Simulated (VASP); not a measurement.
# RbBr (Fm-3m) in VASP: notebook, part 2 of 3

VASP 6.6.1. The steps go on from the part before.

**3. Single point, PBEsol**

This run uses another cell than the first one, of 37.70 Å³/atom.

INCAR

```
SYSTEM = RbBr
PREC = Accurate ; ENCUT = 500
EDIFF = 1E-6 ; ISMEAR = 0
SIGMA = 0.01 ; LREAL = .FALSE.
LASPH = .TRUE. ; NELM = 120
ALGO = Normal ; ISIF = 2
LWAVE = .FALSE. ; LCHARG = .TRUE.
GGA = PS ; LELF = .TRUE.
LVHAR = .TRUE. ; NBANDS = 15
GGA_COMPAT = .FALSE.
```

KPOINTS

```
regular mesh
0
G
  6 6 6
  0 0 0
```

POSCAR

```
RbBr
1.0
    0.0000000000      3.3530172484      3.3530172484
    3.3530172484      0.0000000000      3.3530172484
    3.3530172484      3.3530172484      0.0000000000
Rb Br
1 1
Direct
    0.0000000000      0.0000000000      0.0000000000
    0.5000000000      0.5000000000      0.5000000000
```

Potentials or basis: VASP PAW PBE potentials, release 64 (Rb_sv, Br).

On the command line:

```sh
> cat potpaw_PBE.64/Rb_sv/POTCAR potpaw_PBE.64/Br/POTCAR > POTCAR
> mpirun -np 1 vasp_std > vasp.out
```

OUTCAR:

```text
SYSTEM = RbBr
   PREC = Accurate
   ENCUT = 500
   EDIFF = 1E-6
   ISMEAR = 0
   LREAL = .FALSE.
   LASPH = .TRUE.
   NELM = 120
   ISIF = 2
   GGA = PS

 ion  position               nearest neighbor table
   1  0.000  0.000  0.000-   2 3.35   2 3.35   2 3.35   2 3.35   2 3.35   2 3.35
   2  0.500  0.500  0.500-   1 3.35   1 3.35   1 3.35   1 3.35   1 3.35   1 3.35

  LATTYP: Found a face centered cubic cell.
 ALAT       =     6.7060344968

  Lattice vectors:

 A1 = (   0.0000000000,   3.3530172484,   3.3530172484)
 A2 = (   3.3530172484,   0.0000000000,   3.3530172484)
 A3 = (   3.3530172484,   3.3530172484,   0.0000000000)

Analysis of symmetry for initial positions (statically):
=====================================================================
 Subroutine PRICEL returns:
 Original cell was already a primitive cell.

 Routine SETGRP: Setting up the symmetry group for a
 face centered cubic supercell.

 Subroutine GETGRP returns: Found 48 space group operations
 (whereof 48 operations were pure point group operations)
 out of a pool of 48 trial point group operations.

The static configuration has the point symmetry O_h .

Analysis of symmetry for dynamics (positions and initial velocities):
=====================================================================
 Subroutine PRICEL returns:
 Original cell was already a primitive cell.

 Routine SETGRP: Setting up the symmetry group for a
 face centered cubic supercell.

 Subroutine GETGRP returns: Found 48 space group operations
 (whereof 48 operations were pure point group operations)
 out of a pool of 48 trial point group operations.

The dynamic configuration has the point symmetry O_h .

 Subroutine INISYM returns: Found 48 space group operations
 (whereof 48 operations are pure point group operations),
 and found     1 'primitive' translations

----------------------------------------------------------------------------------------

                                     Primitive cell

  volume of cell :      75.3941

  direct lattice vectors                    reciprocal lattice vectors
[... 111 lines left out ...]
  energy-cutoff  :      500.00
  volume of cell :       75.39
 maximum number of plane-waves:      1936
 NGX is ok and might be reduce to    36
   NGX = 17   NGY = 17   NGZ = 17

 number of electron      16.0000002 magnetization

 Free energy of the ion-electron system (eV)
  ---------------------------------------------------
  ext. energy  EPLUGINS =         0.00000000
  ---------------------------------------------------
  free energy    TOTEN  =        -6.34001864 eV

  energy without entropy =       -6.34001864  energy(sigma->0) =       -6.34001864

 E-fermi :  -1.5090     XC(G=0):  -7.6817

 val. band max:       -1.5873346636   @ k =   0.0000   0.0000   0.0000
 cond. band min:       2.7785511235   @ k =   0.0000   0.0000   0.0000
 fundamental gap:      4.3658857871
 Fermi energy:        -1.5090366617

 k-point     1 :       0.0000    0.0000    0.0000
  band No.  band energies     occupation
      1     -25.8132      2.00000
      2     -13.8521      2.00000
      3      -9.9075      2.00000
      4      -9.9075      2.00000
      5      -9.9075      2.00000
      6      -1.5873      2.00000
      7      -1.5873      2.00000
      8      -1.5873      2.00000
      9       2.7786      0.00000
     10       5.6102      0.00000
     11       5.6102      0.00000
     12       5.6102      0.00000
     13       6.5543      0.00000
     14       6.5543      0.00000
[... 257 lines left out ...]
      2     -13.8164      2.00000
      3     -10.1155      2.00000
      4     -10.0411      2.00000
      5      -9.9111      2.00000
      6      -2.0670      2.00000
      7      -2.0304      2.00000
      8      -1.8682      2.00000
      9       4.5869      0.00000
     10       6.4272      0.00000
     11       6.4472      0.00000
     12       7.5309      0.00000
     13       8.5661      0.00000
     14       9.5207      0.00000
     15      10.0314      0.00000

------------------------ aborting loop because EDIFF is reached ----------------------------------------

  FORCE on cell =-STRESS in cart. coord.  units (eV):
  Direction    XX          YY          ZZ          XY          YZ          ZX
  --------------------------------------------------------------------------------------
  -------------------------------------------------------------------------------------
  Total        0.4901277      0.4901277      0.4901277     -0.0000000      0.0000000     -0.0000000
  in kB       10.4155574     10.4155574     10.4155574     -0.0000000      0.0000000     -0.0000000
  external PRESSURE =      10.4155574 kB  Pullay stress =       0.0000000 kB

 VOLUME and BASIS-vectors are now :
 -----------------------------------------------------------------------------
  energy-cutoff  :      500.00
  volume of cell :       75.39
      direct lattice vectors                 reciprocal lattice vectors
     0.000000000  3.353017248  3.353017248    -0.149119424  0.149119424  0.149119424
     3.353017248  0.000000000  3.353017248     0.149119424 -0.149119424  0.149119424
     3.353017248  3.353017248  0.000000000     0.149119424  0.149119424 -0.149119424

 POSITION                                       TOTAL-FORCE (eV/Angst)
 -----------------------------------------------------------------------------------
      0.00000      0.00000      0.00000        -0.000000      0.000000     -0.000000
      3.35302      3.35302      3.35302         0.000000     -0.000000      0.000000
 -----------------------------------------------------------------------------------
    total drift:                                0.000000      0.000000      0.000000

  FREE ENERGIE OF THE ION-ELECTRON SYSTEM (eV)
  ---------------------------------------------------
  free  energy   TOTEN  =        -6.3400186441 eV

  energy  without entropy=       -6.3400186441  energy(sigma->0) =       -6.34001864
```

OSZICAR:

```text
N       E                     dE             d eps       ncg     rms          rms(c)
DAV:   1     0.869114993573E+02    0.86911E+02   -0.65913E+03   480   0.894E+02
DAV:   2    -0.752185904419E+00   -0.87664E+02   -0.79302E+02   711   0.165E+02
DAV:   3    -0.640520015784E+01   -0.56530E+01   -0.56274E+01   606   0.440E+01
DAV:   4    -0.653151388414E+01   -0.12631E+00   -0.12627E+00   740   0.645E+00
DAV:   5    -0.653265356827E+01   -0.11397E-02   -0.11397E-02   614   0.554E-01    0.319E+00
DAV:   6    -0.634609858146E+01    0.18655E+00   -0.22532E-01   599   0.227E+00    0.212E+00
DAV:   7    -0.633102563860E+01    0.15073E-01   -0.10106E-01   627   0.162E+00    0.100E+00
DAV:   8    -0.633938792416E+01   -0.83623E-02   -0.10480E-02   504   0.601E-01    0.913E-02
DAV:   9    -0.633968469533E+01   -0.29677E-03   -0.39486E-04   670   0.104E-01    0.562E-02
DAV:  10    -0.634001057727E+01   -0.32588E-03   -0.41307E-04   487   0.107E-01    0.162E-02
DAV:  11    -0.634001436878E+01   -0.37915E-05   -0.18391E-05   613   0.233E-02    0.707E-03
DAV:  12    -0.634001852018E+01   -0.41514E-05   -0.68148E-06   494   0.153E-02    0.107E-03
DAV:  13    -0.634001864410E+01   -0.12392E-06   -0.16180E-07   527   0.244E-03
   1 F= -.63400186E+01 E0= -.63400186E+01  d E =-.185897E-30
```

stdout:

```text
POSCAR found type information on POSCAR RbBr
 POSCAR found :  2 types and       2 ions
 scaLAPACK will be used
 -----------------------------------------------------------------------------
|                                                                             |
|                                                                             |
|     You enforced a specific xc type in the INCAR file but a different       |
|     I HOPE YOU KNOW WHAT YOU ARE DOING!                                     |
|                                                                             |
 -----------------------------------------------------------------------------

 LDA part: xc-table for (Slater+PW92), standard interpolation
 POSCAR, INCAR and KPOINTS ok, starting setup
 FFT: planning ... GRIDC
 FFT: planning ... GRID_SOFT
 FFT: planning ... GRID
 WAVECAR not read
 entering main loop
```

Run time: 31 s. Hardware: 1 thread of Intel Xeon 8259CL, shared host; peak memory 0.2 GiB.

Results:

- Free energy: -6.3400 eV
- Pressure: 1.0 GPa
- Band gap on the k mesh: 4.37 eV

Caveat: the PAW data sets were made with another functional, which shifts forces and pressure a little.

**4. Single point, PBEsol+D3(BJ)**

This run uses another cell than the first one, of 40.18 Å³/atom.

INCAR

```
PREC = Accurate
ENCUT = 500
EDIFF = 1E-6
ISMEAR = 0
SIGMA = 0.01
LREAL = F
LASPH = T
NELM = 120
ALGO = Normal
ISIF = 2
LWAVE = F
LCHARG = F
GGA = PS
IVDW = 12
NBANDS = 15
GGA_COMPAT = F
```

KPOINTS

```
regular mesh
0
Gamma
  6 6 6
```

POSCAR

```
RbBr
1.0
    0.0000000000      3.4252093797      3.4252093797
    3.4252093797      0.0000000000      3.4252093797
    3.4252093797      3.4252093797      0.0000000000
Rb Br
1 1
Direct
    0.0000000000      0.0000000000      0.0000000000
    0.5000000000      0.5000000000      0.5000000000
```

Potentials or basis: VASP PAW PBE potentials, release 64 (Rb_sv, Br).

On the command line:

```sh
> cat potpaw_PBE.64/Rb_sv/POTCAR potpaw_PBE.64/Br/POTCAR > POTCAR
> mpirun -np 1 vasp_std > vasp.out
```

OUTCAR:

```text
PREC = Accurate
   ENCUT = 500
   EDIFF = 1E-6
   ISMEAR = 0
   LREAL = F
   LASPH = T
   NELM = 120
   ISIF = 2
   GGA = PS
   IVDW = 12
 IVDW          = 12

 ion  position               nearest neighbor table
   1  0.000  0.000  0.000-   2 3.43   2 3.43   2 3.43   2 3.43   2 3.43   2 3.43
   2  0.500  0.500  0.500-   1 3.43   1 3.43   1 3.43   1 3.43   1 3.43   1 3.43

  LATTYP: Found a face centered cubic cell.
 ALAT       =     6.8504187594

  Lattice vectors:

 A1 = (   0.0000000000,   3.4252093797,   3.4252093797)
 A2 = (   3.4252093797,   0.0000000000,   3.4252093797)
 A3 = (   3.4252093797,   3.4252093797,   0.0000000000)

Analysis of symmetry for initial positions (statically):
=====================================================================
 Subroutine PRICEL returns:
 Original cell was already a primitive cell.

 Routine SETGRP: Setting up the symmetry group for a
 face centered cubic supercell.

 Subroutine GETGRP returns: Found 48 space group operations
 (whereof 48 operations were pure point group operations)
 out of a pool of 48 trial point group operations.

The static configuration has the point symmetry O_h .

Analysis of symmetry for dynamics (positions and initial velocities):
=====================================================================
 Subroutine PRICEL returns:
 Original cell was already a primitive cell.

 Routine SETGRP: Setting up the symmetry group for a
 face centered cubic supercell.

 Subroutine GETGRP returns: Found 48 space group operations
 (whereof 48 operations were pure point group operations)
 out of a pool of 48 trial point group operations.

The dynamic configuration has the point symmetry O_h .

 Subroutine INISYM returns: Found 48 space group operations
 (whereof 48 operations are pure point group operations),
 and found     1 'primitive' translations

----------------------------------------------------------------------------------------

                                     Primitive cell

  volume of cell :      80.3695

  direct lattice vectors                    reciprocal lattice vectors
     0.000000000  3.425209380  3.425209380    -0.145976478  0.145976478  0.145976478
     3.425209380  0.000000000  3.425209380     0.145976478 -0.145976478  0.145976478
     3.425209380  3.425209380  0.000000000     0.145976478  0.145976478 -0.145976478

  length of vectors
     4.843977559  4.843977559  4.843977559     0.252838676  0.252838676  0.252838676

  position of ions in fractional coordinates (direct lattice)
     0.000000000  0.000000000  0.000000000
     0.500000000  0.500000000  0.500000000

  ion indices of the primitive-cell ions
   primitive index   ion index
                 1           1
                 2           2

----------------------------------------------------------------------------------------

 KPOINTS: regular mesh

Automatic generation of k-mesh.
 Grid dimensions read from file:
 generate k-points for:    6    6    6

 Generating k-lattice:

  Cartesian coordinates                     Fractional coordinates (reciprocal lattice)
    -0.024329413  0.024329413  0.024329413     0.166666667  0.000000000  0.000000000
     0.024329413 -0.024329413  0.024329413     0.000000000  0.166666667  0.000000000
[... 31 lines left out ...]
   k-points           NKPTS =     16   k-points in BZ     NKDIM =     16   number of bands    NBANDS=     15
   number of dos      NEDOS =    301   number of ions     NIONS =      2
   total plane-waves  NPLWV =  46656
   dimension x,y,z NGX =    36 NGY =   36 NGZ =   36
   dimension x,y,z NGXF=    72 NGYF=   72 NGZF=   72
   ions per type =               1   1
   NGX,Y,Z   is equivalent  to a cutoff of  12.36, 12.36, 12.36 a.u.
   NGXF,Y,Z  is equivalent  to a cutoff of  24.71, 24.71, 24.71 a.u.
 SYSTEM =  unknown system
   PREC   = accura    normal or accurate (medium, high low for compatibility)
   ISTART =      0    job   : 0-new  1-cont  2-samecut
   ICHARG =      2    charge: 1-file 2-atom 10-const
   ISPIN  =      1    spin polarized calculation?
   LNONCOLLINEAR =      F non collinear calculations
   LSORBIT =      F    spin-orbit coupling
   LASPH  =      T    aspherical Exc in radial PAW
   ENCUT  =  500.0 eV  36.75 Ry    6.06 a.u.   8.83  8.83  8.83*2*pi/ulx,y,z
   NELM   =    120;   NELMIN=  2; NELMDL= -5     # of ELM steps
   EDIFF  = 0.1E-05   stopping-criterion for ELM
   LREAL  =      F    real-space projection
   EDIFFG = 0.1E-04   stopping-criterion for IOM
   NSW    =      0    number of steps for IOM
   IBRION =     -1    ionic relax: 0-MD 1-quasi-New 2-CG
   NFREE  =      0    steps in history (QN), initial steepest desc. (CG)
   ISIF   =      2    stress and relaxation
   ISYM   =      2    0-nonsym 1-usesym 2-fastsym
   POTIM  = 0.5000    time-step for ionic-motion
   TEBEG  =    0.0;   TEEND  =   0.0 temperature during run
   PSTRESS=    0.0 pullay stress
   NELECT =      16.0000    total number of electrons
   NUPDOWN=      -1.0000    fix difference up-down
   EMIN   =  10.00;   EMAX   =-10.00  energy-range for DOS
   EFERMI =   0.00;   METHOD = LEGACY
   ISMEAR =     0;   SIGMA  =   0.01  broadening in eV -4-tet -1-fermi 0-gaus
   EFERMI_NEDOS =   21; number of points for ismear=-14 and -15
   IALGO  =     38    algorithm
   IMIX   =      4    mixing-type and parameters
     AMIX     =   0.40;   BMIX     =  1.00
     AMIX_MAG =   1.60;   BMIX_MAG =  1.00
  volume/ion in A,a.u.               =      40.18       271.18
  Fermi-wavevector in a.u.,A,eV,Ry     =   0.955912  1.806411 12.432553  0.913767
  Thomas-Fermi vector in A             =   2.084792
   LORBIT       =      0    0 simple, 1 ext, 2 COOP (PROOUT), +10 PAW based schemes
   GGA     = PS    functional components
   LHFCALC =     F    Hartree Fock is set to
   AEXX    =    0.0000 exact exchange contribution
   IVDW    =    12    specifies the selected vdW correction
   LEPSILON=     F    determine dielectric tensor
   LRPA    =     F    only Hartree local field effects (RPA)
 non-spin polarized calculation
 Gauss-broadening in eV      SIGMA  =   0.01
  energy-cutoff  :      500.00
  volume of cell :       80.37
 maximum number of plane-waves:      2085
   NGX = 17   NGY = 17   NGZ = 17

 number of electron      15.9999999 magnetization

 Free energy of the ion-electron system (eV)
  ---------------------------------------------------
  ext. energy  EPLUGINS =         0.00000000
  ---------------------------------------------------
  free energy    TOTEN  =        -6.35537257 eV

  energy without entropy =       -6.35537257  energy(sigma->0) =       -6.35537257

 E-fermi :  -1.7978     XC(G=0):  -7.4119

 val. band max:       -1.8394269727   @ k =   0.0000   0.0000   0.0000
 cond. band min:       2.3757822595   @ k =   0.0000   0.0000   0.0000
 fundamental gap:      4.2152092323
 Fermi energy:        -1.7978217148

 k-point     1 :       0.0000    0.0000    0.0000
  band No.  band energies     occupation
      1     -26.1912      2.00000
      2     -14.0342      2.00000
      3     -10.2789      2.00000
      4     -10.2789      2.00000
      5     -10.2789      2.00000
      6      -1.8394      2.00000
      7      -1.8394      2.00000
      8      -1.8394      2.00000
      9       2.3758      0.00000
     10       5.3612      0.00000
     11       5.3612      0.00000
     12       5.3612      0.00000
     13       6.2534      0.00000
     14       6.2534      0.00000
[... 257 lines left out ...]
      2     -14.0004      2.00000
      3     -10.4402      2.00000
      4     -10.3826      2.00000
      5     -10.2842      2.00000
      6      -2.2682      2.00000
      7      -2.2643      2.00000
      8      -2.1102      2.00000
      9       4.3610      0.00000
     10       5.9294      0.00000
     11       6.0355      0.00000
     12       7.0265      0.00000
     13       8.0984      0.00000
     14       9.0217      0.00000
     15       9.4420      0.00000

------------------------ aborting loop because EDIFF is reached ----------------------------------------

 Edisp (eV)   -0.41606

 E8    (eV) :    -0.2975

  FORCE on cell =-STRESS in cart. coord.  units (eV):
  Direction    XX          YY          ZZ          XY          YZ          ZX
  --------------------------------------------------------------------------------------
  -------------------------------------------------------------------------------------
  Total      -0.44310    -0.44310    -0.44310     0.00000     0.00000    -0.00000
  in kB      -8.83318    -8.83318    -8.83318     0.00000     0.00000    -0.00000
  external pressure =       -8.83 kB  Pullay stress =        0.00 kB

 VOLUME and BASIS-vectors are now :
 -----------------------------------------------------------------------------
  energy-cutoff  :      500.00
  volume of cell :       80.37
      direct lattice vectors                 reciprocal lattice vectors
     0.000000000  3.425209380  3.425209380    -0.145976478  0.145976478  0.145976478
     3.425209380  0.000000000  3.425209380     0.145976478 -0.145976478  0.145976478
     3.425209380  3.425209380  0.000000000     0.145976478  0.145976478 -0.145976478

 POSITION                                       TOTAL-FORCE (eV/Angst)
 -----------------------------------------------------------------------------------
      0.00000      0.00000      0.00000         0.000000      0.000000      0.000000
      3.42521      3.42521      3.42521        -0.000000     -0.000000     -0.000000
 -----------------------------------------------------------------------------------
    total drift:                                0.000000      0.000000      0.000000

  FREE ENERGIE OF THE ION-ELECTRON SYSTEM (eV)
  ---------------------------------------------------
  free  energy   TOTEN  =        -6.7714348389 eV

  energy  without entropy=       -6.7714348389  energy(sigma->0) =       -6.77143484
```

stdout:

```text
POSCAR found type information on POSCAR RbBr
 POSCAR found :  2 types and       2 ions
 scaLAPACK will be used
 -----------------------------------------------------------------------------
|                                                                             |
|                                                                             |
|     You enforced a specific xc type in the INCAR file but a different       |
|     I HOPE YOU KNOW WHAT YOU ARE DOING!                                     |
|                                                                             |
 -----------------------------------------------------------------------------

 LDA part: xc-table for (Slater+PW92), standard interpolation
 POSCAR, INCAR and KPOINTS ok, starting setup
 FFT: planning ... GRIDC
 FFT: planning ... GRID_SOFT
 FFT: planning ... GRID
 WAVECAR not read
 entering main loop
```

Wall time 29 s (1 thread of Intel Xeon 8259CL, shared host); peak memory 0.21 GiB.

Results:

```yaml
Free_energy: -6.7714 eV
Pressure: -0.9 GPa
Band_gap_on_the_k_mesh: 4.22 eV
Dispersion_energy_per_atom: -0.208 eV
```

Levels at points of the mesh, in eV from the valence-band top:
| k point | band 6 | band 7 | band 8 | band 9 | band 10 | band 11 |
| --- | --- | --- | --- | --- | --- | --- |
| (0.00, 0.00, 0.00) | 0.00 | 0.00 | 0.00 | 4.22 | 7.20 | 7.20 |
| (0.50, 0.00, 0.00) | -1.02 | -0.37 | -0.37 | 6.67 | 7.62 | 9.44 |
| (0.50, 0.50, 0.00) | -0.49 | -0.16 | -0.16 | 5.49 | 7.02 | 9.06 |

Caveat: three body term missing; the PAW data sets were made with another functional, which shifts forces and pressure a little. PBEsol gaps usually lie below the measured ones, often by a third to a half.

(Continued in part 3 of 3.)
